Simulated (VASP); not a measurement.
# TiAl (Pm-3m) in VASP: notebook, part 2 of 2

VASP 6.6.1. Earlier steps stand in the parts before.

**5. Single point, PBEsol**

This run uses another cell than the first one, of 16.69 Å³/atom, 1.125 times its volume.

INCAR reads:

```
  PREC = Accurate
  ENCUT = 500
  EDIFF = 1E-6
  ISMEAR = -1
  SIGMA = 0.15
  LREAL = F
  LASPH = T
  NELM = 120
  ALGO = Normal
  ISIF = 2
  LWAVE = F
  LCHARG = F
  GGA = PS
  NBANDS = 14
  GGA_COMPAT = F
```

KPOINTS reads:

```
regular mesh
0
Gamma
  7 7 7
```

POSCAR reads:

```
TiAl
1.0
    3.2195089891      0.0000000000      0.0000000000
    0.0000000000      3.2195089891      0.0000000000
    0.0000000000      0.0000000000      3.2195089891
Ti Al
1 1
Direct
    0.5000000000      0.5000000000      0.5000000000
    0.0000000000      0.0000000000      0.0000000000
```

Potentials or basis: VASP PAW PBE potentials, release 64 (Ti_sv, Al).

Launch:

```console
$ cat potpaw_PBE.64/Ti_sv/POTCAR potpaw_PBE.64/Al/POTCAR > POTCAR
$ mpirun -np 1 vasp_std > vasp.out
```

OUTCAR:

```text
PREC = Accurate
   ENCUT = 500
   EDIFF = 1E-6
   ISMEAR = -1
   LREAL = F
   LASPH = T
   NELM = 120
   ISIF = 2
   GGA = PS

 ion  position               nearest neighbor table
   1  0.500  0.500  0.500-   2 2.79   2 2.79   2 2.79   2 2.79   2 2.79   2 2.79   2 2.79   2 2.79

   2  0.000  0.000  0.000-   1 2.79   1 2.79   1 2.79   1 2.79   1 2.79   1 2.79   1 2.79   1 2.79

  LATTYP: Found a simple cubic cell.
 ALAT       =     3.2195089891

  Lattice vectors:

 A1 = (   3.2195089891,   0.0000000000,   0.0000000000)
 A2 = (   0.0000000000,   3.2195089891,   0.0000000000)
 A3 = (   0.0000000000,   0.0000000000,   3.2195089891)

Analysis of symmetry for initial positions (statically):
=====================================================================
 Subroutine PRICEL returns:
 Original cell was already a primitive cell.

 Routine SETGRP: Setting up the symmetry group for a
 simple cubic supercell.

 Subroutine GETGRP returns: Found 48 space group operations
 (whereof 48 operations were pure point group operations)
 out of a pool of 48 trial point group operations.

The static configuration has the point symmetry O_h .

Analysis of symmetry for dynamics (positions and initial velocities):
=====================================================================
 Subroutine PRICEL returns:
 Original cell was already a primitive cell.

 Routine SETGRP: Setting up the symmetry group for a
 simple cubic supercell.

 Subroutine GETGRP returns: Found 48 space group operations
 (whereof 48 operations were pure point group operations)
 out of a pool of 48 trial point group operations.

The dynamic configuration has the point symmetry O_h .

 Subroutine INISYM returns: Found 48 space group operations
 (whereof 48 operations are pure point group operations),
 and found     1 'primitive' translations

----------------------------------------------------------------------------------------

                                     Primitive cell

  volume of cell :      33.3710

  direct lattice vectors                    reciprocal lattice vectors
     3.219508989  0.000000000  0.000000000     0.310606370  0.000000000  0.000000000
     0.000000000  3.219508989  0.000000000     0.000000000  0.310606370  0.000000000
     0.000000000  0.000000000  3.219508989     0.000000000  0.000000000  0.310606370

  length of vectors
     3.219508989  3.219508989  3.219508989     0.310606370  0.310606370  0.310606370

  position of ions in fractional coordinates (direct lattice)
     0.500000000  0.500000000  0.500000000
     0.000000000  0.000000000  0.000000000

  ion indices of the primitive-cell ions
   primitive index   ion index
                 1           1
                 2           2

----------------------------------------------------------------------------------------

 KPOINTS: regular mesh

Automatic generation of k-mesh.
 Grid dimensions read from file:
 generate k-points for:    7    7    7

 Generating k-lattice:

  Cartesian coordinates                     Fractional coordinates (reciprocal lattice)
     0.044372339  0.000000000  0.000000000     0.142857143  0.000000000  0.000000000
     0.000000000  0.044372339  0.000000000     0.000000000  0.142857143  0.000000000
     0.000000000  0.000000000  0.044372339     0.000000000  0.000000000  0.142857143

  Length of vectors
     0.044372339  0.044372339  0.044372339

  Shift w.r.t. Gamma in fractional coordinates (k-lattice)
     0.000000000  0.000000000  0.000000000

 Subroutine IBZKPT returns following result:
 ===========================================

 Found     20 irreducible k-points:

 Following reciprocal coordinates:
            Coordinates               Weight
  0.000000  0.000000  0.000000      1.000000
  0.142857  0.000000  0.000000      6.000000
  0.285714  0.000000  0.000000      6.000000
  0.428571  0.000000  0.000000      6.000000
  0.142857  0.142857  0.000000     12.000000
  0.285714  0.142857  0.000000     24.000000
[... 12 lines left out ...]
  0.428571  0.428571  0.285714     24.000000
  0.428571  0.428571  0.428571      8.000000
   k-points           NKPTS =     20   k-points in BZ     NKDIM =     20   number of bands    NBANDS=     14
   number of dos      NEDOS =    301   number of ions     NIONS =      2
   total plane-waves  NPLWV =  13824
   dimension x,y,z NGX =    24 NGY =   24 NGZ =   24
   dimension x,y,z NGXF=    48 NGYF=   48 NGZF=   48
   ions per type =               1   1
   NGX,Y,Z   is equivalent  to a cutoff of  12.39, 12.39, 12.39 a.u.
   NGXF,Y,Z  is equivalent  to a cutoff of  24.79, 24.79, 24.79 a.u.
 SYSTEM =  unknown system
   PREC   = accura    normal or accurate (medium, high low for compatibility)
   ISTART =      0    job   : 0-new  1-cont  2-samecut
   ICHARG =      2    charge: 1-file 2-atom 10-const
   ISPIN  =      1    spin polarized calculation?
   LNONCOLLINEAR =      F non collinear calculations
   LSORBIT =      F    spin-orbit coupling
   LASPH  =      T    aspherical Exc in radial PAW
   ENCUT  =  500.0 eV  36.75 Ry    6.06 a.u.   5.87  5.87  5.87*2*pi/ulx,y,z
   NELM   =    120;   NELMIN=  2; NELMDL= -5     # of ELM steps
   EDIFF  = 0.1E-05   stopping-criterion for ELM
   LREAL  =      F    real-space projection
[... 7 lines left out ...]
   TEBEG  =    0.0;   TEEND  =   0.0 temperature during run
   PSTRESS=    0.0 pullay stress
   NELECT =      15.0000    total number of electrons
   NUPDOWN=      -1.0000    fix difference up-down
   EMIN   =  10.00;   EMAX   =-10.00  energy-range for DOS
   EFERMI =   0.00;   METHOD = LEGACY
   ISMEAR =    -1;   SIGMA  =   0.15  broadening in eV -4-tet -1-fermi 0-gaus
   EFERMI_NEDOS =   21; number of points for ismear=-14 and -15
   IALGO  =     38    algorithm
   IMIX   =      4    mixing-type and parameters
     AMIX     =   0.40;   BMIX     =  1.00
     AMIX_MAG =   1.60;   BMIX_MAG =  1.00
  volume/ion in A,a.u.               =      16.69       112.60
  Fermi-wavevector in a.u.,A,eV,Ry     =   1.254052  2.369815 21.397160  1.572647
  Thomas-Fermi vector in A             =   2.387876
   LORBIT       =      0    0 simple, 1 ext, 2 COOP (PROOUT), +10 PAW based schemes
   GGA     = PS    functional components
   LHFCALC =     F    Hartree Fock is set to
   AEXX    =    0.0000 exact exchange contribution
   IVDW    =     0    specifies the selected vdW correction
   LEPSILON=     F    determine dielectric tensor
   LRPA    =     F    only Hartree local field effects (RPA)
 non-spin polarized calculation
  energy-cutoff  :      500.00
  volume of cell :       33.37
 maximum number of plane-waves:       870
 NGX is ok and might be reduce to    24
   NGX = 11   NGY = 11   NGZ = 11

 number of electron      14.9999997 magnetization

 Free energy of the ion-electron system (eV)
  ---------------------------------------------------
  ext. energy  EPLUGINS =         0.00000000
  ---------------------------------------------------
  free energy    TOTEN  =       -13.01784419 eV

  energy without entropy =      -12.84388202  energy(sigma->0) =      -12.93086310

 E-fermi :   8.2763     XC(G=0): -11.0247

 val. band max:        8.1567274450   @ k =   0.4286   0.1429   0.0000
 cond. band min:       8.3040525761   @ k =   0.2857   0.2857   0.0000
 fundamental gap:      0.1473251312
 Fermi energy:         8.2762527138

 k-point     1 :       0.0000    0.0000    0.0000
  band No.  band energies     occupation
      1     -48.4373      2.00000
      2     -24.7430      2.00000
      3     -24.7430      2.00000
      4     -24.7430      2.00000
      5      -0.8043      2.00000
      6       6.9388      1.99973
      7       6.9388      1.99973
      8       9.9993      0.00002
      9       9.9993      0.00002
     10       9.9993      0.00002
     11      12.5264      0.00000
     12      12.5264      0.00000
     13      12.5264      0.00000
     14      16.9236      0.00000
[... 307 lines left out ...]
 k-point    20 :       0.4286    0.4286    0.4286
  band No.  band energies     occupation
      1     -48.4019      2.00000
      2     -24.8502      2.00000
      3     -24.8493      2.00000
      4     -24.8493      2.00000
      5       4.7754      2.00000
      6       5.4503      2.00000
      7       5.4503      2.00000
      8       9.4632      0.00073
      9      10.0831      0.00001
     10      10.0831      0.00001
     11      10.1347      0.00001
     12      11.9204      0.00000
     13      11.9204      0.00000
     14      14.8343      0.00000

------------------------ aborting loop because EDIFF is reached ----------------------------------------

  FORCE on cell =-STRESS in cart. coord.  units (eV):
  Direction    XX          YY          ZZ          XY          YZ          ZX
  --------------------------------------------------------------------------------------
  -------------------------------------------------------------------------------------
  Total       -1.2071976     -1.2071976     -1.2071976      0.0000000      0.0000000      0.0000000
  in kB      -57.9588865    -57.9588865    -57.9588865      0.0000000      0.0000000      0.0000000
  external PRESSURE =     -57.9588865 kB  Pullay stress =       0.0000000 kB

 VOLUME and BASIS-vectors are now :
 -----------------------------------------------------------------------------
  energy-cutoff  :      500.00
  volume of cell :       33.37
      direct lattice vectors                 reciprocal lattice vectors
     3.219508989  0.000000000  0.000000000     0.310606370  0.000000000  0.000000000
     0.000000000  3.219508989  0.000000000     0.000000000  0.310606370  0.000000000
     0.000000000  0.000000000  3.219508989     0.000000000  0.000000000  0.310606370

 POSITION                                       TOTAL-FORCE (eV/Angst)
 -----------------------------------------------------------------------------------
      1.60975      1.60975      1.60975         0.000000      0.000000      0.000000
      0.00000      0.00000      0.00000         0.000000      0.000000      0.000000
 -----------------------------------------------------------------------------------
    total drift:                                0.000000      0.000000     -0.000000

  FREE ENERGIE OF THE ION-ELECTRON SYSTEM (eV)
  ---------------------------------------------------
  free  energy   TOTEN  =       -13.0178441880 eV

  energy  without entropy=      -12.8438820214  energy(sigma->0) =      -12.93086310
```

Wall time 12 s (1 thread of Intel Xeon 8259CL, shared host); peak memory 0.14 GiB.

What came out:

* Free energy: -13.0178 eV
* Pressure: -5.8 GPa

Caveat: the PAW data sets were made with another functional, which shifts forces and pressure a little.

**6. The runs side by side**

```csv
cell,gap on the mesh (eV),pressure (GPa)
"a = 3.095 Å, 2 atoms",none,8.3
"a = 3.158 Å, 2 atoms",none,0.3
"a = 3.222 Å, 2 atoms",none,-5.9
"a = 3.220 Å, 2 atoms",none,-5.8
```

Alike in all rows: task single point; level PBEsol; potentials or basis VASP PAW PBE potentials, release 64 (Ti_sv, Al); no spin polarisation; k mesh 7 × 7 × 7; cutoff (eV) 500; smearing fermi-dirac 0.15 eV.

Caveats: the PAW data sets were made with another functional, which shifts forces and pressure a little.

Total energies depend on the potentials used, so only differences within one code and one set of settings carry meaning.
